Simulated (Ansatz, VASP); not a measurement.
One calculation of Ga4PN3, two programs

```
N P Ga
1.0
     3.35349    0.00000    0.00000
     0.00000    3.37499    4.74593
     0.00000   -3.37499    4.74593
N P Ga
3 1 4
Direct
  0.00000 0.00131 0.00131
  0.50000 0.99967 0.49881
  0.50000 0.49881 0.99967
  0.00000 0.50191 0.50191
  0.50000 0.87631 0.87631
  0.00000 0.90600 0.36407
  0.00000 0.36407 0.90600
  0.50000 0.35192 0.35192
```

Alike in both runs: task single point; functional r2SCAN; k mesh 8 × 6 × 6; occupations fermi-dirac, width 0.02 eV; no spin polarisation.

|  | VASP | Ansatz |
| --- | --- | --- |
| version | VASP 6.6.1 | Ansatz 0.2.0 |
| potentials or method | VASP PAW PBE potentials, release 64 (N, P, Ga_d) | plane waves, PAW |
| plane-wave cutoff (eV) | 520 | 500 |
| valence electrons in the cell | 72 | 72 |

Ansatz gave:

| Property | Result |
| --- | --- |
| pressure (GPa) | 0.0 |
| traceless stress, the component that is largest in VASP (GPa) | -0.08 |
| rms of the force components (eV/Å) | 0.012 |

What did VASP give for the same quantities?

Pressure (GPa): 0.5; traceless stress, the component that is largest in VASP (GPa): -0.15; rms of the force components (eV/Å): 0.038.

VASP's potentials were made for PBE, not for r2SCAN. Atom by atom the forces differ by 0.027 eV/Å (rms over components).
